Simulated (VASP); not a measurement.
Runs of VASP 6.6.1 on TiAl3. The structure is that of space group Pm-3m (No. 221), or close to it. The cells are those of the table. 

| cell | gap on the mesh (eV) | pressure (GPa) |
| --- | --- | --- |
| a = 3.837 Å, 4 atoms | none | 12.6 |
| a = 4.074 Å, 4 atoms | none | -8.7 |
| a = 3.896, b = 3.896, c = 4.074 Å, 4 atoms | none | 0.2 |
| a = 3.896 Å, 4 atoms | none | (b) |
| a = 3.837, b = 3.837, c = 3.896 Å, 4 atoms | none | (a) |
| a = 3.896, b = 3.896, c = 4.015 Å, 4 atoms | none | 1.8 |
| a = 3.956, b = 3.956, c = 3.896 Å, 4 atoms | none | 1.8 |
| a = 4.015 Å, 4 atoms | none | -4.8 |

Alike in all rows: task single point; level r2SCAN; potentials or basis VASP PAW PBE potentials, release 64 (Ti_sv, Al); no spin polarisation; k mesh 12 × 12 × 12; cutoff (eV) 520; smearing gaussian 0.15 eV.

Task: Fill in the values left out.

Result: (a) 10.2; (b) 5.7.

Caveats: the PAW data sets were made with another functional, which shifts forces and pressure a little; the cell stands under pressure (at least some runs); the cell stands under tension (at least some runs).

A gap of «none» marks levels without a gap at the run's occupations.
